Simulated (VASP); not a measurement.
# HfN (rocksalt type) (Fm-3m) in VASP: notebook

HfN (rocksalt type) is run at these levels: PBE; tasks: relaxation of cell and atoms.

All numbers are computed with VASP 6.6.1; they aren't measurements. Logs are shortened: lines on timing, memory, paths and dates and some standing lists are left out, and cuts for length are marked.

### 1 The cell of the first run

It takes space group Fm-3m (No. 225, cubic). Conventional cell: a = 4.309 Å, b = 4.309 Å, c = 4.309 Å, α = 90.00°, β = 90.00°, γ = 90.00°. Hf (site symmetry m-3m) has 6 N at 2.15 Å within 2.9 Å. Within 2.9 Å of N (site symmetry m-3m) lie 6 Hf at 2.15 Å.

### 2 Relaxation of cell and atoms, PBE

Input file INCAR:

```
SYSTEM = HfN
PREC = Accurate
ENCUT = 600
EDIFF = 1E-6
ISMEAR = -1
SIGMA = 0.08
LREAL = .False.
LASPH = .True.
NELM = 60
ALGO = Normal
ISIF = 3
LWAVE = .False.
LCHARG = .False.
GGA = PE
IBRION = 2
NSW = 60
EDIFFG = -0.005
```

Input file KPOINTS:

```
Automatic mesh
0
Gamma
  16 16 16
  0 0 0
```

Input file POSCAR:

```
HfN
1.0
    0.0000000000      2.1544346900      2.1544346900
    2.1544346900      0.0000000000      2.1544346900
    2.1544346900      2.1544346900      0.0000000000
Hf N
1 1
Direct
    0.0000000000      0.0000000000      0.0000000000
    0.5000000000      0.5000000000      0.5000000000
```

Potentials or basis: VASP PAW PBE potentials, release 64 (Hf_pv, N).

The run is started by

```
$ cat potpaw_PBE.64/Hf_pv/POTCAR potpaw_PBE.64/N/POTCAR > POTCAR
$ mpirun -np 1 vasp_std > vasp.out
```

OUTCAR:

```text
SYSTEM = HfN
   PREC = Accurate
   ENCUT = 600
   EDIFF = 1E-6
   ISMEAR = -1
   LREAL = .False.
   LASPH = .True.
   NELM = 60
   ISIF = 3
   GGA = PE
   IBRION = 2
   NSW = 60
   EDIFFG = -0.005

 ion  position               nearest neighbor table
   1  0.000  0.000  0.000-   2 2.15   2 2.15   2 2.15   2 2.15   2 2.15   2 2.15
   2  0.500  0.500  0.500-   1 2.15   1 2.15   1 2.15   1 2.15   1 2.15   1 2.15

  LATTYP: Found a face centered cubic cell.
 ALAT       =     4.3088693800

  Lattice vectors:

 A1 = (   0.0000000000,   2.1544346900,   2.1544346900)
 A2 = (   2.1544346900,   0.0000000000,   2.1544346900)
 A3 = (   2.1544346900,   2.1544346900,   0.0000000000)

Analysis of symmetry for initial positions (statically):
=====================================================================
 Subroutine PRICEL returns:
 Original cell was already a primitive cell.

 Routine SETGRP: Setting up the symmetry group for a
 face centered cubic supercell.

 Subroutine GETGRP returns: Found 48 space group operations
 (whereof 48 operations were pure point group operations)
 out of a pool of 48 trial point group operations.

The static configuration has the point symmetry O_h .

Analysis of symmetry for dynamics (positions and initial velocities):
=====================================================================
 Subroutine PRICEL returns:
 Original cell was already a primitive cell.

 Routine SETGRP: Setting up the symmetry group for a
 face centered cubic supercell.

 Subroutine GETGRP returns: Found 48 space group operations
 (whereof 48 operations were pure point group operations)
 out of a pool of 48 trial point group operations.

The dynamic configuration has the point symmetry O_h .

 Subroutine INISYM returns: Found 48 space group operations
 (whereof 48 operations are pure point group operations),
 and found     1 'primitive' translations

----------------------------------------------------------------------------------------

                                     Primitive cell

  volume of cell :      20.0000

  direct lattice vectors                    reciprocal lattice vectors
     0.000000000  2.154434690  2.154434690    -0.232079442  0.232079442  0.232079442
     2.154434690  0.000000000  2.154434690     0.232079442 -0.232079442  0.232079442
     2.154434690  2.154434690  0.000000000     0.232079442  0.232079442 -0.232079442

  length of vectors
     3.046830758  3.046830758  3.046830758     0.401973384  0.401973384  0.401973384

  position of ions in fractional coordinates (direct lattice)
     0.000000000  0.000000000  0.000000000
     0.500000000  0.500000000  0.500000000

  ion indices of the primitive-cell ions
   primitive index   ion index
                 1           1
                 2           2

----------------------------------------------------------------------------------------

 KPOINTS: Automatic mesh

Automatic generation of k-mesh.
 Grid dimensions read from file:
 generate k-points for:   16   16   16

 Generating k-lattice:

  Cartesian coordinates                     Fractional coordinates (reciprocal lattice)
    -0.014504965  0.014504965  0.014504965     0.062500000  0.000000000  0.000000000
     0.014504965 -0.014504965  0.014504965     0.000000000  0.062500000  0.000000000
     0.014504965  0.014504965 -0.014504965     0.000000000  0.000000000  0.062500000

  Length of vectors
     0.025123337  0.025123337  0.025123337

  Shift w.r.t. Gamma in fractional coordinates (k-lattice)
     0.000000000  0.000000000  0.000000000

 Subroutine IBZKPT returns following result:
 ===========================================

 Found    145 irreducible k-points:

 Following reciprocal coordinates:
            Coordinates               Weight
  0.000000  0.000000  0.000000      1.000000
  0.062500  0.000000  0.000000      8.000000
  0.125000  0.000000  0.000000      8.000000
  0.187500  0.000000  0.000000      8.000000
  0.250000  0.000000  0.000000      8.000000
  0.312500  0.000000  0.000000      8.000000
[... 16 lines left out ...]
 -0.125000  0.062500  0.000000     24.000000
 -0.062500  0.062500  0.000000     12.000000
 [... further k-points ...]
   k-points           NKPTS =    145   k-points in BZ     NKDIM =    145   number of bands    NBANDS=     11
   number of dos      NEDOS =    301   number of ions     NIONS =      2
   total plane-waves  NPLWV =  13824
   dimension x,y,z NGX =    24 NGY =   24 NGZ =   24
   dimension x,y,z NGXF=    48 NGYF=   48 NGZF=   48
   ions per type =               1   1
   NGX,Y,Z   is equivalent  to a cutoff of  13.10, 13.10, 13.10 a.u.
   NGXF,Y,Z  is equivalent  to a cutoff of  26.19, 26.19, 26.19 a.u.
 SYSTEM =  HfN
   PREC   = accura    normal or accurate (medium, high low for compatibility)
   ISTART =      0    job   : 0-new  1-cont  2-samecut
   ICHARG =      2    charge: 1-file 2-atom 10-const
   ISPIN  =      1    spin polarized calculation?
   LNONCOLLINEAR =      F non collinear calculations
   LSORBIT =      F    spin-orbit coupling
   LASPH  =      T    aspherical Exc in radial PAW
   ENCUT  =  600.0 eV  44.10 Ry    6.64 a.u.   6.09  6.09  6.09*2*pi/ulx,y,z
   NELM   =     60;   NELMIN=  2; NELMDL= -5     # of ELM steps
   EDIFF  = 0.1E-05   stopping-criterion for ELM
   LREAL  =      F    real-space projection
   EDIFFG = -.5E-02   stopping-criterion for IOM
   NSW    =     60    number of steps for IOM
   IBRION =      2    ionic relax: 0-MD 1-quasi-New 2-CG
   NFREE  =      1    steps in history (QN), initial steepest desc. (CG)
   ISIF   =      3    stress and relaxation
   ISYM   =      2    0-nonsym 1-usesym 2-fastsym
   POTIM  = 0.5000    time-step for ionic-motion
   TEBEG  =    0.0;   TEEND  =   0.0 temperature during run
   PSTRESS=    0.0 pullay stress
   NELECT =      15.0000    total number of electrons
   NUPDOWN=      -1.0000    fix difference up-down
   EMIN   =  10.00;   EMAX   =-10.00  energy-range for DOS
   EFERMI =   0.00;   METHOD = LEGACY
   ISMEAR =    -1;   SIGMA  =   0.08  broadening in eV -4-tet -1-fermi 0-gaus
   EFERMI_NEDOS =   21; number of points for ismear=-14 and -15
   IALGO  =     38    algorithm
   IMIX   =      4    mixing-type and parameters
     AMIX     =   0.40;   BMIX     =  1.00
     AMIX_MAG =   1.60;   BMIX_MAG =  1.00
  volume/ion in A,a.u.               =      10.00        67.48
  Fermi-wavevector in a.u.,A,eV,Ry     =   1.487403  2.810784 30.101080  2.212367
  Thomas-Fermi vector in A             =   2.600568
   LORBIT       =      0    0 simple, 1 ext, 2 COOP (PROOUT), +10 PAW based schemes
   GGA     = PE    functional components
   LHFCALC =     F    Hartree Fock is set to
   AEXX    =    0.0000 exact exchange contribution
   IVDW    =     0    specifies the selected vdW correction
   LEPSILON=     F    determine dielectric tensor
   LRPA    =     F    only Hartree local field effects (RPA)
 conjugate gradient relaxation of ions
 non-spin polarized calculation
  energy-cutoff  :      600.00
  volume of cell :       20.00
 maximum number of plane-waves:       692
   NGX = 13   NGY = 13   NGZ = 13

--------------------------------------- Ionic step        1  -------------------------------------------

 number of electron      14.9999998 magnetization

 Free energy of the ion-electron system (eV)
  ---------------------------------------------------
  ext. energy  EPLUGINS =         0.00000000
  ---------------------------------------------------
  free energy    TOTEN  =       -21.24415165 eV

  energy without entropy =      -21.23364435  energy(sigma->0) =      -21.23889800

------------------------ aborting loop because EDIFF is reached ----------------------------------------

  FORCE on cell =-STRESS in cart. coord.  units (eV):
  Direction    XX          YY          ZZ          XY          YZ          ZX
  --------------------------------------------------------------------------------------
  -------------------------------------------------------------------------------------
  Total        7.1854126      7.1854126      7.1854126      0.0000000     -0.0000000      0.0000000
  in kB      575.6152601    575.6152601    575.6152601      0.0000000     -0.0000000      0.0000000
  external PRESSURE =     575.6152601 kB  Pullay stress =       0.0000000 kB

 VOLUME and BASIS-vectors are now :
 -----------------------------------------------------------------------------
  energy-cutoff  :      600.00
  volume of cell :       20.00
      direct lattice vectors                 reciprocal lattice vectors
     0.000000000  2.154434690  2.154434690    -0.232079442  0.232079442  0.232079442
     2.154434690  0.000000000  2.154434690     0.232079442 -0.232079442  0.232079442
     2.154434690  2.154434690  0.000000000     0.232079442  0.232079442 -0.232079442
[... 109 lines left out ...]
 POSITION                                       TOTAL-FORCE (eV/Angst)
 -----------------------------------------------------------------------------------
      0.00000      0.00000      0.00000         0.000000      0.000000      0.000000
      2.26970      2.26970      2.26970        -0.000000      0.000000      0.000000
 -----------------------------------------------------------------------------------
    total drift:                                0.000000     -0.000000     -0.000000

  FREE ENERGIE OF THE ION-ELECTRON SYSTEM (eV)
  ---------------------------------------------------
  free  energy   TOTEN  =       -21.7628153151 eV

  energy  without entropy=      -21.7505236752  energy(sigma->0) =      -21.75666950

--------------------------------------- Ionic step        5  -------------------------------------------

 number of electron      15.0000000 magnetization

 Free energy of the ion-electron system (eV)
  ---------------------------------------------------
  ext. energy  EPLUGINS =         0.00000000
  ---------------------------------------------------
  free energy    TOTEN  =       -21.76301627 eV

  energy without entropy =      -21.75077126  energy(sigma->0) =      -21.75689377

 E-fermi :   8.2948     XC(G=0): -12.6749

 val. band max:        8.2923555505   @ k =   0.3750   0.1250   0.0000
 cond. band min:       8.3071555981   @ k =   0.0625   0.0625   0.0000
 fundamental gap:      0.0148000476
 Fermi energy:         8.2948255147

 k-point     1 :       0.0000    0.0000    0.0000
  band No.  band energies     occupation
      1     -22.9080      2.00000
      2     -22.9080      2.00000
      3     -22.9080      2.00000
      4      -9.1581      2.00000
      5       5.2722      2.00000
      6       5.2722      2.00000
      7       5.2722      2.00000
      8       7.9472      1.97440
      9       7.9472      1.97440
     10       7.9472      1.97440
     11       9.9798      0.00000

 k-point     2 :       0.0625    0.0000    0.0000
  band No.  band energies     occupation
      1     -22.9465      2.00000
      2     -22.9113      2.00000
      3     -22.9113      2.00000
      4      -9.0699      2.00000
      5       4.8677      2.00000
      6       5.0413      2.00000
      7       5.0413      2.00000
      8       8.0562      1.90359
      9       8.0801      1.87214
     10       8.0801      1.87214
     11      10.2744      0.00000
[... 295 lines left out ...]
 k-point    24 :      -0.0625    0.0625    0.0000
  band No.  band energies     occupation
      1     -22.9998      2.00000
      2     -22.9311      2.00000
      3     -22.9099      2.00000
      4      -8.9285      2.00000
      5       4.2612      2.00000
      6       4.6209      2.00000
      7       4.9282      2.00000
      8       8.1070      1.82560
      9       8.1192      1.79966
     10       8.5498      0.07933
     11      10.2806      0.00000

 [... further k-points ...]

------------------------ aborting loop because EDIFF is reached ----------------------------------------

  FORCE on cell =-STRESS in cart. coord.  units (eV):
  Direction    XX          YY          ZZ          XY          YZ          ZX
  --------------------------------------------------------------------------------------
  -------------------------------------------------------------------------------------
  Total        0.0018358      0.0018358      0.0018358     -0.0000000      0.0000000      0.0000000
  in kB        0.1261810      0.1261810      0.1261810     -0.0000000      0.0000000      0.0000000
  external PRESSURE =       0.1261810 kB  Pullay stress =       0.0000000 kB

 VOLUME and BASIS-vectors are now :
 -----------------------------------------------------------------------------
  energy-cutoff  :      600.00
  volume of cell :       23.31
      direct lattice vectors                 reciprocal lattice vectors
    -0.000000000  2.267259034  2.267259034    -0.220530602  0.220530602  0.220530602
     2.267259034 -0.000000000  2.267259034     0.220530602 -0.220530602  0.220530602
     2.267259034  2.267259034  0.000000000     0.220530602  0.220530602 -0.220530602

 POSITION                                       TOTAL-FORCE (eV/Angst)
 -----------------------------------------------------------------------------------
      0.00000      0.00000      0.00000        -0.000000      0.000000      0.000000
      2.26726      2.26726      2.26726         0.000000      0.000000      0.000000
 -----------------------------------------------------------------------------------
    total drift:                                0.000000     -0.000000     -0.000000

  FREE ENERGIE OF THE ION-ELECTRON SYSTEM (eV)
  ---------------------------------------------------
  free  energy   TOTEN  =       -21.7630162726 eV

  energy  without entropy=      -21.7507712593  energy(sigma->0) =      -21.75689377

 reached required accuracy - stopping structural energy minimisation
```

Run time: 2.5 min. Hardware: 1 thread of Intel Xeon 8259CL, shared host; peak memory 0.18 GiB.

What came out:

- Free energy: -21.7630 eV
- Relaxed volume: 11.65 Å³/atom
- Relaxed cell: a = 3.206 Å, b = 3.206 Å, c = 3.206 Å, α = 60.00°, β = 60.00°, γ = 60.00°
- Space group after relaxing (to 0.1 Å): Fm-3m (No. 225)
- Pressure after relaxing: 0.0 GPa
- Band gap on the k mesh: zero (an odd number of electrons rules out a gap without spin polarisation)

Final structure:
```
Hf N
1.0
     0.00000    2.26726    2.26726
     2.26726    0.00000    2.26726
     2.26726    2.26726    0.00000
Hf N
1 1
Direct
  0.00000 0.00000 0.00000
  0.50000 0.50000 0.50000
```

Caveat: the volume moved by over 15 % at a fixed basis, so the end points are rough; spin-orbit coupling is left out, which moves the levels of the heavy elements.

### 3 Relaxation of cell and atoms, PBE, target pressure 22 GPa, at which the enthalpy is minimised

This run uses another cell than the first one, of 10.94 Å³/atom.

Input file INCAR:

```
PREC     = Accurate       # precision mode
ENCUT    = 600            # plane-wave cutoff, eV
EDIFF    = 1E-7           # SCF threshold, eV
ISMEAR   = -1             # smearing method
SIGMA    = 0.08           # smearing width, eV
LREAL    = False          # projectors in reciprocal space
LASPH    = True           # aspherical terms in the spheres
NELM     = 100            # most SCF steps
ALGO     = Normal         # electronic algorithm
ISIF     = 3              # what is computed and relaxed
LWAVE    = False          # write WAVECAR
LCHARG   = False          # write CHGCAR
GGA      = PE             # functional
IBRION   = 2              # ionic algorithm
NSW      = 60             # ionic steps
EDIFFG   = -0.005         # ionic threshold
PSTRESS  = 220.0
```

Input file KPOINTS:

```
Automatic mesh
0
Gamma
  16 16 16
```

Input file POSCAR:

```
HfN
1.0
    0.0000000000      2.2196308068      2.2196308068
    2.2196308068      0.0000000000      2.2196308068
    2.2196308068      2.2196308068      0.0000000000
Hf N
1 1
Direct
    0.0000000000      0.0000000000      0.0000000000
    0.5000000000      0.5000000000      0.5000000000
```

Potentials or basis: VASP PAW PBE potentials, release 64 (Hf_pv, N).

The run is started by

```
$ cat potpaw_PBE.64/Hf_pv/POTCAR potpaw_PBE.64/N/POTCAR > POTCAR
$ mpirun -np 1 vasp_std > vasp.out
```

Run time: 3.3 min. Hardware: 1 thread of Intel Xeon 8259CL, shared host; peak memory 0.2 GiB.

It converged, with:

```
Free energy                                                : -21.6633 eV
Relaxed volume                                             : 10.86 Å³/atom
Relaxed cell                                               : a = 3.132 Å, b = 3.132 Å, c = 3.132 Å, α = 60.00°, β = 60.00°, γ = 60.00°
Space group after relaxing (to 0.1 Å)                      : Fm-3m (No. 225)
Energy change on relaxing (the run minimises the enthalpy) : +9.2 meV/atom
Ionic steps                                                : 3
Pressure after relaxing                                    : 22.0 GPa
Band gap on the k mesh                                     : zero (an odd number of electrons rules out a gap without spin polarisation)
```

The path:
| step | energy change (eV) | largest force (eV/Å) | pressure (GPa) | volume (Å³) |
| --- | --- | --- | --- | --- |
| 1 | 0.0000 | 0.0000 | 19.68 | 21.87 |
| 2 | 0.0739 | 0.0000 | 28.17 | 21.37 |
| 3 | 0.0184 | 0.0000 | 22.00 | 21.73 |

Final structure:
```yaml
crystal:
  lattice:
    - [0.00000, 2.21484, 2.21484]
    - [2.21484, 0.00000, 2.21484]
    - [2.21484, 2.21484, 0.00000]
  atoms:
    - { symbol: Hf, position: [0.00000, 0.00000, 0.00000] }
    - { symbol: N, position: [0.50000, 0.50000, 0.50000] }
```

Levels at points of the mesh, in eV from the Fermi level:
| k point | band 5 | band 6 | band 7 | band 8 | band 9 | band 10 | band 11 |
| --- | --- | --- | --- | --- | --- | --- | --- |
| (0.00, 0.00, 0.00) | -3.11 | -3.11 | -3.11 | -0.39 | -0.39 | -0.39 | 2.11 |
| (0.50, 0.00, 0.00) | -9.25 | -6.50 | -6.50 | 3.55 | 4.01 | 4.01 | 4.74 |
| (0.50, 0.50, 0.00) | -5.40 | -4.09 | -3.73 | -3.73 | 4.42 | 5.99 | 5.99 |

Caveat: the cell is relaxed towards a set pressure, so the run minimises the enthalpy, not the energy; spin-orbit coupling is left out, which moves the levels of the heavy elements.

(Part 1 of 2 ends here.)
